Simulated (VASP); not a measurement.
Set up this calculation in VASP 6.6.1, as the native input.

```yaml
Task: single point
Functional: PBE
Potentials_or_basis: VASP PAW PBE potentials, release 64 (B, N)
Cutoff: 520 eV
k_mesh: 12 × 12 × 4
Occupations: gaussian, width 0.05 eV
Spin: no spin polarisation
Dipole_correction: no
Further_INCAR_settings: ALGO = Normal; EDIFF = 1e-06; NBANDS = 16
```

The structure of BN lies in POSCAR:

```
BN
1.0
    2.5745635121      0.0000000000      0.0000000000
   -1.2872817561      2.2296374052      0.0000000000
    0.0000000000      0.0000000000      6.3010224206
B N
2 2
Direct
    0.3333333333      0.6666666667      0.2500000000
    0.6666666667      0.3333333333      0.7500000000
    0.3333333333      0.6666666667      0.7500000000
    0.6666666667      0.3333333333      0.2500000000
```

This cell differs from its parent crystal: ratio of the length along z to the lengths across it x 0.92, volume and fractional coordinates fixed.

The input as run:

INCAR

```
SYSTEM = BN
ALGO = Normal
EDIFF = 1E-6
ENCUT = 520
GGA = PE
ISIF = 2
ISMEAR = 0
LASPH = .TRUE.
LCHARG = .FALSE.
LREAL = .FALSE.
LWAVE = .FALSE.
NBANDS = 16
NELM = 100
PREC = Accurate
SIGMA = 0.05
```

KPOINTS

```
k-points
0
G
  12 12 4
  0 0 0
```

Potentials or basis: VASP PAW PBE potentials, release 64 (B, N).

The run is started by

```bash
$ cat potpaw_PBE.64/B/POTCAR potpaw_PBE.64/N/POTCAR > POTCAR
$ mpirun -np 1 vasp_std > vasp.out
```

It gave:

| Property | Result |
| --- | --- |
| Pressure | -14.6 GPa |
| Band gap on the k mesh | 4.01 eV, indirect (least direct gap 4.31 eV) |

Caveat: this functional lacks dispersion, which binds the layers, so the pressure and a relaxed spacing across them are unreliable.

Run time: 15 s on 1 thread of Intel Xeon 6975P-C (shared host), peak memory 0.16 GiB.
